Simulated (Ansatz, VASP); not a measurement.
## One calculation of MgBe2Te2O, two programs

```
Mg Be Te O
1.0
     3.67392    0.00000    0.00000
     0.00000    3.67392    0.00000
     0.00000    0.00000   10.09350
Mg Be Te O
1 2 2 1
Direct
  0.00000 0.00000 0.60607
  0.50000 0.00000 0.14590
  0.00000 0.50000 0.14590
  0.50000 0.50000 0.70010
  0.00000 0.00000 0.30372
  0.50000 0.50000 0.09832
```

Change from the starting cell: species swapped into the LaYMn2Si2 type (P4mm, No. 99).

Alike in both runs: task relaxation of cell and atoms; functional PBE; k mesh 10 × 10 × 4; occupations gaussian, width 0.1 eV; no spin polarisation.

```csv
,VASP,Ansatz
version,VASP 6.6.1,Ansatz 0.2.0
potentials or method,"VASP PAW PBE potentials, release 64 (Mg, Be, Te, O), cutoff 600 eV","scalar-relativistic, plane waves, PAW"
valence electrons in the cell,24,52
```

VASP gave:

* gap on the k mesh at the Fermi level, each at its own relaxed structure (eV): none
* relaxed volume (Å³/atom): 22.74
* relaxed cell length with the largest relative difference (Å): 10.075

Problem. Estimate Ansatz's values.

Solution. gap on the k mesh at the Fermi level, each at its own relaxed structure (eV): none; relaxed volume (Å³/atom): 22.81; relaxed cell length with the largest relative difference (Å): 10.108.

A gap of «none» marks a metal or a gap that the smearing closes. VASP's potentials hold 24 valence electrons a cell and Ansatz's 52, so a difference there can come from the potentials and not from the codes.

Spin-orbit coupling is off throughout.
